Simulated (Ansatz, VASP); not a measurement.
One calculation of K, two programs

Contents of INCAR:

```
PREC     = Accurate       # precision mode
ENCUT    = 520            # plane-wave cutoff, eV
EDIFF    = 1E-6           # SCF threshold, eV
ISMEAR   = -1             # smearing method
SIGMA    = 0.08           # smearing width, eV
LREAL    = F              # projectors in reciprocal space
LASPH    = T              # aspherical terms in the spheres
NELM     = 100            # most SCF steps
ALGO     = Normal         # electronic algorithm
ISIF     = 2              # what is computed and relaxed
LWAVE    = F              # write WAVECAR
LCHARG   = F              # write CHGCAR
GGA      = PE             # functional
NBANDS   = 10             # bands
```

File KPOINTS:

```
Automatic mesh
0
Gamma
  10 10 10
```

The input POSCAR:

```
K
1.0
    3.5250649150      0.0000000000      0.0000000000
    0.0000000000      3.5250649150      0.0000000000
    0.0000000000      0.0000000000      3.5250649150
K
1
Direct
    0.0000000000      0.0000000000      0.0000000000
```

Input for Ansatz:

```yaml
crystal:
  lattice:
    - [3.525064915, 0.0, 0.0]
    - [0.0, 3.525064915, 0.0]
    - [0.0, 0.0, 3.525064915]
  atoms:
    - { symbol: K, position: [0.0, 0.0, 0.0] }
kpoints:
  mp_grid: { grid: [10, 10, 10] }
  band_path:
    path:
      - [0.0, 0.0, 0.0]
      - [0.0, 0.5, 0.0]
      - [0.5, 0.5, 0.0]
      - [0.0, 0.0, 0.0]
      - [0.5, 0.5, 0.5]
      - [0.0, 0.5, 0.0]
      - [0.5, 0.5, 0.5]
      - [0.5, 0.5, 0.0]
    npoints: 8
scf:
  occupations: { method: fermi_dirac, width: 0.08 }
hamiltonian:
  xc: pbe
  pseudopotentials: { kind: paw }
output:
  forces: true
  stress: true
  eigenvalues: true
  populations: true
  dos: { projected: true, de: 0.2, e_range: [-14, 8] }
```

Change from the starting cell: volume scaled by 0.55, PAW files.

Alike in both runs: task single point; functional PBE; k mesh 10 × 10 × 10; occupations fermi-dirac, width 0.08 eV; no spin polarisation.

|  | VASP | Ansatz |
| --- | --- | --- |
| version | VASP 6.6.1 | Ansatz 0.2.0 |
| potentials or method | VASP PAW PBE potentials, release 64 (K_sv) | PAW with Ansatz's default frozen-core files, scalar-relativistic |
| plane-wave cutoff (eV) | 520 | 420 |
| valence electrons in the cell | 9 | 9 |

|  | VASP | Ansatz | Ansatz less VASP |
| --- | --- | --- | --- |
| pressure (GPa) | 5.0 | 5.0 | 0.00 |
